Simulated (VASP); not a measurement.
Wanted: the native input for a VASP 6.6.1 run.

```
Task                   : single point
Functional             : PBE
Potentials or basis    : VASP PAW PBE potentials, release 64 (K_sv, Cl)
Cutoff                 : 500 eV
k mesh                 : 4 × 4 × 4
Occupations            : gaussian, width 0.1 eV
Spin                   : no spin polarisation
Hubbard terms          : Cl p U = 2.8 eV
Dipole correction      : no
Further INCAR settings : ALGO = Normal; EDIFF = 1e-06; NBANDS = 15
```

The structure of KCl lies in POSCAR:

```
KCl
1.0
    3.8391960000      0.0000000000      0.0000000000
    0.0000000000      3.8391960000      0.0000000000
    0.0000000000      0.0000000000      3.8391960000
K Cl
1 1
Direct
    0.0000000000      0.0000000000      0.0000000000
    0.5000000000      0.5000000000      0.5000000000
```

The input as run:

INCAR

```
SYSTEM = KCl
PREC = Accurate
ENCUT = 500
EDIFF = 1E-6
ISMEAR = 0
SIGMA = 0.1
LREAL = .FALSE.
LASPH = .TRUE.
NELM = 200
ALGO = Normal
ISIF = 2
LWAVE = .FALSE.
LCHARG = .FALSE.
LDAU = .TRUE.
LDAUTYPE = 2
LDAUL = -1 1
LDAUU = 0 2.8
LDAUJ = 0 0
LDAUPRINT = 1
GGA = PE
NBANDS = 15
GGA_COMPAT = .FALSE.
```

KPOINTS

```
regular mesh
0
G
  4 4 4
  0 0 0
```

Potentials or basis: VASP PAW PBE potentials, release 64 (K_sv, Cl).

Launch:

```console
$ cat potpaw_PBE.64/K_sv/POTCAR potpaw_PBE.64/Cl/POTCAR > POTCAR
$ mpirun -np 1 vasp_std > vasp.out
```

Results of the run:

* Pressure: -0.2 GPa
* Band gap on the k mesh: 4.92 eV (least direct gap 5.12 eV)

Wall time 15 s on 1 thread of Intel Xeon 8259CL (shared host), peak memory 0.15 GiB.
